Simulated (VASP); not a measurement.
Runs of VASP 6.6.1 on Hf. The structure is that of space group P6_3/mmc (No. 194), or close to it. The cells are those of the table. 

```csv
cell,gap on the mesh (eV),pressure (GPa)
"a = 3.098, b = 3.098, c = 4.904 Å, angles 90.0, 90.0, 120.0°, 2 atoms",none,15.5
"a = 3.276, b = 3.276, c = 5.185 Å, angles 90.0, 90.0, 120.0°, 2 atoms",none,-4.2
"a = 3.233, b = 3.233, c = 5.118 Å, angles 90.0, 90.0, 120.0°, 2 atoms",none,(b)
"a = 3.317, b = 3.317, c = 5.251 Å, angles 90.0, 90.0, 120.0°, 2 atoms",none,-7.3
"a = 3.145, b = 3.145, c = 4.978 Å, angles 90.0, 90.0, 120.0°, 2 atoms",none,9.2
"a = 3.190, b = 3.190, c = 5.049 Å, angles 90.0, 90.0, 120.0°, 2 atoms",none,(a)
```

Alike in all rows: task single point; level RPBE; potentials or basis VASP PAW PBE potentials, release 64 (Hf_pv); no spin polarisation; k mesh 18 × 18 × 10; cutoff (eV) 520; smearing fermi-dirac 0.1 eV.

Task: Estimate the missing entries.

Result: (a) 3.9; (b) -0.5.

Caveats: the PAW data sets were made with another functional, which shifts forces and pressure a little; spin-orbit coupling is left out, which moves the levels of the heavy elements.

A k mesh can miss the band edges, and the runs leave out spin-orbit coupling on Hf.

A gap of «none» marks levels without a gap at the run's occupations.
